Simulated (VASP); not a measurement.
# Au (Fm-3m) in VASP: notebook, part 2 of 2

VASP 6.6.1. The steps go on from the part before.

### 5 Single point, PBE

This run uses another cell than the first one, of 17.24 Å³/atom.

The input, INCAR:

```
SYSTEM = Au
  ALGO = Normal
  EDIFF = 1E-6
  ENCUT = 520
  GGA = PE
  ISIF = 2
  ISMEAR = -1
  LASPH = .TRUE.
  LCHARG = .FALSE.
  LREAL = .FALSE.
  LWAVE = .FALSE.
  NBANDS = 12
  NELM = 60
  PREC = Accurate
  SIGMA = 0.06122561905347299
```

The input, KPOINTS:

```
k-points
0
G
  23 23 23
  0 0 0
```

The input, POSCAR:

```
Au
1.0
    0.0000000000      2.0505781063      2.0505781063
    2.0505781063      0.0000000000      2.0505781063
    2.0505781063      2.0505781063      0.0000000000
Au
1
Direct
    0.0000000000      0.0000000000      0.0000000000
```

Potentials or basis: VASP PAW PBE potentials, release 64 (Au).

On the command line:

```bash
$ cat potpaw_PBE.64/Au/POTCAR > POTCAR
$ mpirun -np 1 vasp_std > vasp.out
```

OUTCAR:

```text
SYSTEM = Au
   EDIFF = 1E-6
   ENCUT = 520
   GGA = PE
   ISIF = 2
   ISMEAR = -1
   LASPH = .TRUE.
   LREAL = .FALSE.
   NELM = 60
   PREC = Accurate

 ion  position               nearest neighbor table
   1  0.000  0.000  0.000-

  LATTYP: Found a face centered cubic cell.
 ALAT       =     4.1011562126

  Lattice vectors:

 A1 = (   0.0000000000,   2.0505781063,   2.0505781063)
 A2 = (   2.0505781063,   0.0000000000,   2.0505781063)
 A3 = (   2.0505781063,   2.0505781063,   0.0000000000)

Analysis of symmetry for initial positions (statically):
=====================================================================
 Subroutine PRICEL returns:
 Original cell was already a primitive cell.

 Routine SETGRP: Setting up the symmetry group for a
 face centered cubic supercell.

 Subroutine GETGRP returns: Found 48 space group operations
 (whereof 48 operations were pure point group operations)
 out of a pool of 48 trial point group operations.

The static configuration has the point symmetry O_h .

Analysis of symmetry for dynamics (positions and initial velocities):
=====================================================================
 Subroutine PRICEL returns:
 Original cell was already a primitive cell.

 Routine SETGRP: Setting up the symmetry group for a
 face centered cubic supercell.

 Subroutine GETGRP returns: Found 48 space group operations
 (whereof 48 operations were pure point group operations)
 out of a pool of 48 trial point group operations.

The dynamic configuration has the point symmetry O_h .

 Subroutine INISYM returns: Found 48 space group operations
 (whereof 48 operations are pure point group operations),
 and found     1 'primitive' translations

----------------------------------------------------------------------------------------

                                     Primitive cell

  volume of cell :      17.2448

[... 111 lines left out ...]
   GGA     = PE    functional components
   LHFCALC =     F    Hartree Fock is set to
   AEXX    =    0.0000 exact exchange contribution
   IVDW    =     0    specifies the selected vdW correction
   LEPSILON=     F    determine dielectric tensor
   LRPA    =     F    only Hartree local field effects (RPA)
 non-spin polarized calculation
  energy-cutoff  :      520.00
  volume of cell :       17.24
 maximum number of plane-waves:       487
 NGX is ok and might be reduce to    24
   NGX = 11   NGY = 11   NGZ = 11

 number of electron      11.0000000 magnetization

 Free energy of the ion-electron system (eV)
  ---------------------------------------------------
  ext. energy  EPLUGINS =         0.00000000
  ---------------------------------------------------
  free energy    TOTEN  =        -3.20775374 eV

  energy without entropy =       -3.20315643  energy(sigma->0) =       -3.20545508

 E-fermi :   9.3167     XC(G=0): -12.6466

 val. band max:        9.3146156375   @ k =  -0.2609   0.2609   0.0435
 cond. band min:       9.3309506333   @ k =  -0.3043   0.2174   0.0435
 fundamental gap:      0.0163349958
 Fermi energy:         9.3167105437

 k-point     1 :       0.0000    0.0000    0.0000
  band No.  band energies     occupation
      1      -0.4532      2.00000
      2       4.6468      2.00000
      3       4.6468      2.00000
      4       4.6468      2.00000
      5       6.1297      2.00000
      6       6.1297      2.00000
      7      23.8158      0.00000
      8      27.7478      0.00000
      9      27.7478      0.00000
     10      27.7478      0.00000
     11      32.6142      0.00000
     12      37.1224      0.00000
[... 331 lines left out ...]
 k-point    24 :      -0.4783    0.0435    0.0000
  band No.  band energies     occupation
      1       2.1196      2.00000
      2       4.5806      2.00000
      3       4.6466      2.00000
      4       6.9887      2.00000
      5       7.2892      2.00000
      6       8.7370      1.99985
      7      12.2956      0.00000
      8      23.3207      0.00000
      9      25.9978      0.00000
     10      26.2570      0.00000
     11      34.0604      0.00000
     12      34.0669      0.00000

 [... further k-points ...]

------------------------ aborting loop because EDIFF is reached ----------------------------------------

  FORCE on cell =-STRESS in cart. coord.  units (eV):
  Direction    XX          YY          ZZ          XY          YZ          ZX
  --------------------------------------------------------------------------------------
  -------------------------------------------------------------------------------------
  Total        0.6640389      0.6640389      0.6640389      0.0000000     -0.0000000      0.0000000
  in kB       61.6943184     61.6943184     61.6943184      0.0000000     -0.0000000      0.0000000
  external PRESSURE =      61.6943184 kB  Pullay stress =       0.0000000 kB

 VOLUME and BASIS-vectors are now :
 -----------------------------------------------------------------------------
  energy-cutoff  :      520.00
  volume of cell :       17.24
      direct lattice vectors                 reciprocal lattice vectors
     0.000000000  2.050578106  2.050578106    -0.243833677  0.243833677  0.243833677
     2.050578106  0.000000000  2.050578106     0.243833677 -0.243833677  0.243833677
     2.050578106  2.050578106  0.000000000     0.243833677  0.243833677 -0.243833677

 POSITION                                       TOTAL-FORCE (eV/Angst)
 -----------------------------------------------------------------------------------
      0.00000      0.00000      0.00000        -0.000000      0.000000      0.000000
 -----------------------------------------------------------------------------------
    total drift:                               -0.000000      0.000000     -0.000000

  FREE ENERGIE OF THE ION-ELECTRON SYSTEM (eV)
  ---------------------------------------------------
  free  energy   TOTEN  =        -3.2077537381 eV

  energy  without entropy=       -3.2031564262  energy(sigma->0) =       -3.20545508
```

Run time: 53 s. Hardware: 1 thread of Intel Xeon Platinum 8488C (Sapphire Rapids), shared host; peak memory 0.2 GiB.

Results:

```yaml
Free_energy: -3.2078 eV
Pressure: 6.2 GPa
Band_gap_on_the_k_mesh: zero (an odd number of electrons rules out a gap without spin polarisation)
```

Caveat: the cell stands under pressure; spin-orbit coupling is left out, which moves the levels of the heavy elements.

### 6 Single point, PBE

This run uses another cell than the first one, of 17.60 Å³/atom.

The input, INCAR:

```
SYSTEM = Au
PREC = Accurate ; ENCUT = 520
EDIFF = 1E-6 ; ISMEAR = -1
SIGMA = 0.06122561905347299 ; LREAL = .False.
LASPH = .True. ; NELM = 80
ALGO = Normal ; ISIF = 2
LWAVE = .False. ; LCHARG = .False.
GGA = PE ; NBANDS = 12
```

The input, KPOINTS:

```
Automatic mesh
0
Gamma
  23 23 23
  0 0 0
```

The input, POSCAR:

```
Au
1.0
    0.0000000000      2.0647204712      2.0647204712
    2.0647204712      0.0000000000      2.0647204712
    2.0647204712      2.0647204712      0.0000000000
Au
1
Direct
    0.0000000000      0.0000000000      0.0000000000
```

Potentials or basis: VASP PAW PBE potentials, release 64 (Au).

On the command line:

```bash
$ cat potpaw_PBE.64/Au/POTCAR > POTCAR
$ mpirun -np 1 vasp_std > vasp.out
```

It took 44 s on 1 thread of Intel Xeon 8259CL, shared host; peak memory 0.2 GiB.

Results (log left out):

```yaml
Free_energy: -3.2180 eV
Pressure: 2.8 GPa
Band_gap_on_the_k_mesh: zero (an odd number of electrons rules out a gap without spin polarisation)
```

Levels at points of the mesh, in eV from the Fermi level:
| k point | band 3 | band 4 | band 5 | band 6 | band 7 | band 8 | band 9 | band 10 |
| --- | --- | --- | --- | --- | --- | --- | --- | --- |
| (0.00, 0.00, 0.00) | -4.55 | -4.55 | -3.12 | -3.12 | 14.53 | 18.34 | 18.34 | 18.34 |

Caveat: spin-orbit coupling is left out, which moves the levels of the heavy elements.

### 7 The runs side by side

```tsv
cell	gap on the mesh (eV)	pressure (GPa)
a = 2.880 Å, angles 60.0°, 1 atom	none	10.1
a = 2.900 Å, angles 60.0°, 1 atom	none	6.2
a = 2.920 Å, angles 60.0°, 1 atom	none	2.8
```

Alike in all rows: task single point; level PBE; potentials or basis VASP PAW PBE potentials, release 64 (Au); no spin polarisation; k mesh 23 × 23 × 23; cutoff (eV) 520; smearing fermi-dirac 0.0612256 eV.

Caveats: spin-orbit coupling is left out, which moves the levels of the heavy elements; the cell stands under pressure (at least some runs).

Absolute energies hang on the potentials; compare differences alone.
